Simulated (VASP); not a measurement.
# Ba: single point with r2SCAN

Crystal: Ba.

```
CELL_PARAMETERS angstrom
-2.53679 2.53679 2.53679
2.53679 -2.53679 2.53679
2.53679 2.53679 -2.53679
ATOMIC_POSITIONS crystal
Ba 0.00000 0.00000 0.00000
```

```
Program                : VASP 6.6.1
Task                   : single point
Functional             : r2SCAN
Potentials or basis    : VASP PAW PBE potentials, release 64 (Ba_sv)
Cutoff                 : 520 eV
k mesh                 : 14 × 14 × 14
Occupations            : fermi-dirac, width 0.1 eV
Spin                   : no spin polarisation
Dipole correction      : no
Further INCAR settings : ALGO = Normal; EDIFF = 1e-07; NBANDS = 11
```

- Pressure: 0.0 GPa
- Band gap on the k mesh: zero (bands 5 and 6 overlap by 1.01 eV)

Levels at points of the mesh, in eV from the Fermi level:
```tsv
k point	band 1	band 2	band 3	band 4	band 5	band 6	band 7	band 8	band 9	band 10
(0.00, 0.00, 0.00)	-29.99	-14.54	-14.54	-14.54	-2.88	2.09	2.09	2.09	3.40	3.40
(0.50, 0.00, 0.00)	-29.95	-14.96	-14.67	-14.54	-0.86	0.88	1.09	3.43	3.98	5.37
(0.50, 0.50, 0.50)	-29.92	-14.82	-14.82	-14.82	-0.58	-0.58	4.51	4.51	4.51	4.90
```

Wall time 8.5 min on 1 thread of Intel Xeon 8259CL, with other jobs on the host, peak memory 0.26 GiB.

Caveat: the PAW data sets were made with another functional, which shifts forces and pressure a little; spin-orbit coupling is left out, which moves the levels of the heavy elements.
